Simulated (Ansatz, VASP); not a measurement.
Two plane-wave programs on MgS

```
CELL_PARAMETERS angstrom
0.00000 2.60165 2.60165
2.60165 0.00000 2.60165
2.60165 2.60165 0.00000
ATOMIC_POSITIONS crystal
Mg 0.00000 0.00000 0.00340
S 0.50000 0.50000 0.50000
```

Change from the starting cell: all Mg atoms moved +0.013 Å, as atom 1 along Cartesian [1 1 0].

Alike in both runs: task single point; functional PBEsol; k mesh 8 × 8 × 8; occupations gaussian, width 0.05 eV; no spin polarisation.

|  | VASP | Ansatz |
| --- | --- | --- |
| version | VASP 6.6.1 | Ansatz 0.2.0 |
| potentials or method | VASP PAW PBE potentials, release 64 (Mg, S), cutoff 520 eV | scalar-relativistic, plane waves, PAW |
| valence electrons in the cell | 8 | 16 |

```csv
,VASP,Ansatz,Ansatz less VASP
gap on the k mesh at the Fermi level (eV),2.70,2.70,-0.002
least direct gap on the mesh (eV),3.59,3.59,+0.001
pressure (GPa),-1.1,-0.9,+0.22
rms of the force components (eV/Å),0.020,0.020,0.0000
```

VASP's potentials were made for PBE, not for PBEsol. Atom by atom the forces differ by 0.000 eV/Å (rms over components). VASP's potentials hold 8 valence electrons a cell and Ansatz's 16, so a difference there can come from the potentials and not from the codes.
